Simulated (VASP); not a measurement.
# MnO2 (R-3m) in VASP: further runs, part 2 of 2

VASP 6.6.1. The steps go on from the part before.

## Step 4: Single point, LDA, collinear spin, ferromagnetic start

This run uses another cell than the first one, of 10.80 Å³/atom.

Contents of INCAR:

```
PREC = Accurate
ENCUT = 520
EDIFF = 1E-7
ISMEAR = -1
SIGMA = 0.05
LREAL = False
LASPH = True
NELM = 150
ALGO = Normal
ISIF = 2
LWAVE = False
LCHARG = True
ISPIN = 2
MAGMOM = 4 0 0
LORBIT = 11
LMAXMIX = 4
GGA = CA
LELF = True
LVHAR = True
NBANDS = 24
```

Contents of KPOINTS:

```
regular mesh
0
Gamma
  11 11 11
```

Contents of POSCAR:

```
MnO2
1.0
    1.4284348394      0.8247072390      4.5839315268
   -1.4284348394      0.8247072390      4.5839315268
    0.0000000000     -1.6494144781      4.5839315268
Mn O
1 2
Direct
    0.0000000000      0.0000000000      0.0000000000
    0.7356355100      0.7356355100      0.7356355100
    0.2643644900      0.2643644900      0.2643644900
```

Potentials or basis: VASP PAW LDA potentials, release 64 (Mn_pv, O).

Run with:

```console
> cat potpaw_LDA.64/Mn_pv/POTCAR potpaw_LDA.64/O/POTCAR > POTCAR
> mpirun -np 1 vasp_std > vasp.out
```

OUTCAR:

```text
PREC = Accurate
   ENCUT = 520
   EDIFF = 1E-7
   ISMEAR = -1
   LREAL = False
   LASPH = True
   NELM = 150
   ISIF = 2
   ISPIN = 2
   LORBIT = 11
   GGA = CA

 ion  position               nearest neighbor table
   1  0.000  0.000  0.000-   2 1.90   3 1.90   2 1.90   2 1.90   3 1.90   3 1.90
   2  0.736  0.736  0.736-   1 1.90   1 1.90   1 1.90
   3  0.264  0.264  0.264-   1 1.90   1 1.90   1 1.90

  LATTYP: Found a trigonal (rhomboedric) cell.
 ALAT       =     4.8716523237
 COS(alpha) =     0.8280515398

  Lattice vectors:

 A1 = (   1.4284348394,   0.8247072390,   4.5839315268)
 A2 = (  -1.4284348394,   0.8247072390,   4.5839315268)
 A3 = (   0.0000000000,  -1.6494144781,   4.5839315268)

Analysis of symmetry for initial positions (statically):
=====================================================================
 Subroutine PRICEL returns:
 Original cell was already a primitive cell.

 Routine SETGRP: Setting up the symmetry group for a
 trigonal (rhombohedral) supercell.

 Subroutine GETGRP returns: Found 12 space group operations
 (whereof 12 operations were pure point group operations)
 out of a pool of 12 trial point group operations.

The static configuration has the point symmetry D_3d.

Analysis of symmetry for dynamics (positions and initial velocities):
=====================================================================
 Subroutine PRICEL returns:
 Original cell was already a primitive cell.

 Routine SETGRP: Setting up the symmetry group for a
 trigonal (rhombohedral) supercell.

 Subroutine GETGRP returns: Found 12 space group operations
 (whereof 12 operations were pure point group operations)
 out of a pool of 12 trial point group operations.

The dynamic configuration has the point symmetry D_3d.

Analysis of structural, dynamic, and magnetic symmetry:
=====================================================================
 Subroutine PRICEL returns:
 Original cell was already a primitive cell.

[... 152 lines left out ...]
  free energy    TOTEN  =       -26.12305431 eV

  energy without entropy =      -26.12266812  energy(sigma->0) =      -26.12286122

 E-fermi :   3.3542     XC(G=0): -11.4627

 val. band max:        3.1641370727   @ k =  -0.4545   0.4545   0.4545
 cond. band min:       3.5112328463   @ k =   0.0000   0.0000   0.0000
 fundamental gap:      0.3470957736
 Fermi energy:         3.3541859173

 spin component 1

 k-point     1 :       0.0000    0.0000    0.0000
  band No.  band energies     occupation
      1     -46.7491      1.00000
      2     -46.7491      1.00000
      3     -46.7099      1.00000
      4     -16.4233      1.00000
      5     -13.9958      1.00000
      6      -3.3237      1.00000
[... 637 lines left out ...]
     23      23.5601      0.00000
     24      26.4876      0.00000

 [... further k-points ...]

 spin component 2

 k-point     1 :       0.0000    0.0000    0.0000
  band No.  band energies     occupation
      1     -43.9683      1.00000
      2     -43.9683      1.00000
      3     -43.8093      1.00000
      4     -16.2144      1.00000
      5     -13.8253      1.00000
      6      -2.5899      1.00000
[... 637 lines left out ...]
     23      24.0242      0.00000
     24      26.8614      0.00000

 [... further k-points ...]

------------------------ aborting loop because EDIFF is reached ----------------------------------------

  FORCE on cell =-STRESS in cart. coord.  units (eV):
  Direction    XX          YY          ZZ          XY          YZ          ZX
  --------------------------------------------------------------------------------------
  -------------------------------------------------------------------------------------
  Total       -1.7640054     -1.7640054     -1.1448055      0.0000000      0.0000000      0.0000000
  in kB      -87.2289993    -87.2289993    -56.6099381      0.0000000      0.0000000      0.0000000
  external PRESSURE =     -77.0226455 kB  Pullay stress =       0.0000000 kB

 VOLUME and BASIS-vectors are now :
 -----------------------------------------------------------------------------
  energy-cutoff  :      520.00
  volume of cell :       32.40
      direct lattice vectors                 reciprocal lattice vectors
     1.428434839  0.824707239  4.583931527     0.350033468  0.202091917  0.072717782
    -1.428434839  0.824707239  4.583931527    -0.350033468  0.202091917  0.072717782
     0.000000000 -1.649414478  4.583931527     0.000000000 -0.404183833  0.072717782

 POSITION                                       TOTAL-FORCE (eV/Angst)
 -----------------------------------------------------------------------------------
      0.00000      0.00000      0.00000         0.000000      0.000000      0.000000
      0.00000     -0.00000     10.11631         0.000000      0.000000     -0.456384
      0.00000     -0.00000      3.63549         0.000000     -0.000000      0.456384
 -----------------------------------------------------------------------------------
    total drift:                                0.000000     -0.000000      0.000000

  FREE ENERGIE OF THE ION-ELECTRON SYSTEM (eV)
  ---------------------------------------------------
  free  energy   TOTEN  =       -26.1230543116 eV

  energy  without entropy=      -26.1226681199  energy(sigma->0) =      -26.12286122

 total charge

# of ion       s       p       d       tot
------------------------------------------
    1        0.358   6.470   4.955  11.783
    2        1.570   3.390   0.000   4.961
    3        1.570   3.390   0.000   4.961
--------------------------------------------------
tot          3.498  13.251   4.955  21.704

 magnetization (x)

# of ion       s       p       d       tot
------------------------------------------
    1        0.029   0.036   2.719   2.784
    2        0.004   0.056   0.000   0.060
    3        0.004   0.056   0.000   0.060
--------------------------------------------------
tot          0.037   0.148   2.719   2.905
```

stdout:

```text
POSCAR found type information on POSCAR MnO
 POSCAR found :  2 types and       3 ions
 scaLAPACK will be used
 LDA part: xc-table for (Slater(with rela. corr.)+CA(PZ))
 , standard interpolation
 POSCAR, INCAR and KPOINTS ok, starting setup
 FFT: planning ... GRIDC
 FFT: planning ... GRID_SOFT
 FFT: planning ... GRID
 WAVECAR not read
 entering main loop
```

Wall time 8.1 min (1 thread of AMD EPYC 7R13 (Zen 3), shared host); peak memory 0.27 GiB.

Results:

| Property | Result |
| --- | --- |
| Free energy | -26.1231 eV |
| Pressure | -7.7 GPa |
| Largest force | 0.456 eV/Å |
| Band gap on the k mesh | 0.35 eV (least direct gap 0.40 eV) |
| Net moment | 3.00 μB per cell |
| Site moments | Mn +2.78; O +0.06 μB |
| Valence electrons inside the program's atomic spheres | Mn 11.78; O 4.96 |

Forces on the atoms (eV/Å):
```
Mn   0.000  0.000  0.000
O    0.000  0.000 -0.456
O    0.000  0.000  0.456
```

Stress tensor (GPa, compression positive):
```
-8.72  0.00  0.00
 0.00 -8.72  0.00
 0.00  0.00 -5.66
```

Levels at points of the mesh, in eV from the valence-band top:
Spin up:
```tsv
k point	band 10	band 11	band 12	band 13	band 14	band 15	band 16	band 17	band 18	band 19
(0.00, 0.00, 0.00)	-2.33	-1.62	-1.62	-1.36	-0.29	2.69	2.69	6.83	10.02	14.46
```
Spin down:
```
           k point  band 9  band 10  band 11  band 12  band 13  band 14
(0.00, 0.00, 0.00)   -1.48    -1.48    -1.16     0.35     0.35     2.05
```

Caveat: the cell stands under tension; an odd mesh through Γ misses points on the zone boundary, where band edges can lie; a cell with one magnetic atom can't hold antiferromagnetic order, which such compounds often take.
